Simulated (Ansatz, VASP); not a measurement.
## CuO in VASP and in Ansatz

```
Cu O
1.0
     2.55255    0.00000    0.00000
     0.00000    2.55255    0.00000
     0.00000    0.00000    2.55255
Cu O
1 1
Direct
  0.00000 0.00000 0.00000
  0.50000 0.50000 0.50000
```

Alike in both runs: task single point; functional LDA; k mesh 7 × 7 × 7; occupations gaussian, width 0.05 eV; collinear spin.

```csv
,VASP,Ansatz
version,VASP 6.6.1,Ansatz 0.2.0
potentials or method,"VASP PAW LDA potentials, release 64 (Cu, O), cutoff 600 eV","scalar-relativistic, plane waves, PAW"
valence electrons in the cell,17,25
```

|  | VASP | Ansatz | Ansatz less VASP |
| --- | --- | --- | --- |
| gap on the k mesh at the Fermi level (eV) | none | none | - |
| pressure (GPa) | 0.8 | 0.8 | -0.02 |
| net moment per atom (μB) | 0.00 | 0.00 | 0.000 |

LDA's correlation is that of Perdew and Zunger in VASP and of Perdew and Wang (1992) in Ansatz. A gap of «none» marks a metal or a gap that the smearing closes. VASP's potentials hold 17 valence electrons a cell and Ansatz's 25, so a difference there can come from the potentials and not from the codes. Ansatz's warnings: filled band counts differ across k points, seeded moment not kept, specified occupation not kept, symmetry narrowed by occupation matrices.
